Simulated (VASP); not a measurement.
Write the native input for VASP 6.6.1 that does the following.

```yaml
Task: relaxation of the atoms
Functional: PBE
Potentials_or_basis: VASP PAW PBE potentials, release 64 (Al, Si)
Cutoff: 520 eV
k_mesh: 5 × 5 × 1
Occupations: gaussian, width 0.1 eV
Spin: no spin polarisation
Dipole_correction: yes
Atoms_held_fixed_from_0: "[0, 1, 2, 3, 4, 5, 6, 7, 8, 9, 10, 11]"
Further_INCAR_settings: ALGO = Normal; EDIFF = 1e-06; IBRION = 2; EDIFFG = -0.025; NSW = 36
Atoms_held_along_some_axes_from_0: atom 12 along a and b
```

The structure of Al12Si lies in POSCAR:

```
Al12Si
1.0
    5.7143028096      0.0000000000      0.0000000000
    0.0000000000      5.7143028096      0.0000000000
    0.0000000000      0.0000000000     19.6750228547
Al Si
12 1
Selective dynamics
Direct
    0.2500000000      0.2500000000      0.2033034487  F F F
    0.2500000000      0.7500000000      0.2033034487  F F F
    0.7500000000      0.2500000000      0.2033034487  F F F
    0.7500000000      0.7500000000      0.2033034487  F F F
    0.0000000000      0.0000000000      0.3092772455  F F F
    0.0000000000      0.5000000000      0.3092772455  F F F
    0.5000000000      0.0000000000      0.3092772455  F F F
    0.5000000000      0.5000000000      0.3092772455  F F F
    0.2500000000      0.2500000000      0.4155025849  F F F
    0.2500000000      0.7500000000      0.4155025849  F F F
    0.7500000000      0.2500000000      0.4155025849  F F F
    0.7500000000      0.7500000000      0.4155025849  F F F
    0.3333333333      0.4166666667      0.5219068237  F F T
```

One way to write it, as run:

INCAR

```
SYSTEM = Al12Si
ALGO = Normal
DIPOL = 0.5 0.5 0.326
EDIFF = 1E-6
EDIFFG = -0.025
ENCUT = 520
GGA = PE
IBRION = 2
IDIPOL = 3
ISIF = 2
ISMEAR = 0
KPAR = 4
LASPH = .TRUE.
LCHARG = .FALSE.
LDIPOL = .TRUE.
LREAL = .FALSE.
LWAVE = .FALSE.
NELM = 80
NSW = 36
PREC = Accurate
SIGMA = 0.1
```

KPOINTS

```
k-points
0
G
  5 5 1
  0 0 0
```

Potentials or basis: VASP PAW PBE potentials, release 64 (Al, Si).

Launch:

```console
$ cat potpaw_PBE.64/Al/POTCAR potpaw_PBE.64/Si/POTCAR > POTCAR
$ mpirun -np 4 vasp_std > vasp.out
```

It gave:

The energy gained by relaxing is 0.1 meV/atom. The ionic steps are 3 and the band gap on the k mesh is zero (bands 20 and 21 overlap by 0.88 eV).

Wall time 4.7 min on 4 MPI ranks on Intel(R) Xeon(R) Platinum 8375C CPU @ 2.90GHz (Ice Lake), with other jobs on the host, peak memory 0.75 GiB a rank.
